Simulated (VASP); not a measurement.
Here is a VASP 6.6.1 calculation.

INCAR

```
SYSTEM = BeTe
  ALGO = Normal
  EDIFF = 1E-7
  ENCUT = 520
  ISIF = 2
  ISMEAR = 0
  LASPH = .TRUE.
  LCHARG = .FALSE.
  LREAL = .FALSE.
  LWAVE = .FALSE.
  NBANDS = 11
  NELM = 60
  PREC = Accurate
  SIGMA = 0.01
```

The input KPOINTS:

```
k-points
0
G
  8 8 8
  0 0 0
```

The input POSCAR:

```
BeTe
1.0
    0.0000000000      2.8286236224      2.8286236224
    2.8286236224      0.0000000000      2.8286236224
    2.8286236224      2.8286236224      0.0000000000
Be Te
1 1
Direct
    0.0000000000      0.0000000000      0.0000000000
    0.2500000000      0.2500000000      0.2500000000
```

Potentials or basis: VASP PAW LDA potentials, release 64 (Be, Te).

Command:

```sh
$ cat potpaw_LDA.64/Be/POTCAR potpaw_LDA.64/Te/POTCAR > POTCAR
$ mpirun -np 1 vasp_std > vasp.out
```

Question: What does it give for the band gap on the k mesh?

Answer: 1.90 eV (least direct gap 3.59 eV).

Question: What does it give for the pressure?

Answer: -2.9 GPa.

Caveat: spin-orbit coupling is left out, which moves the levels of the heavy elements. A k mesh can miss the band edges.
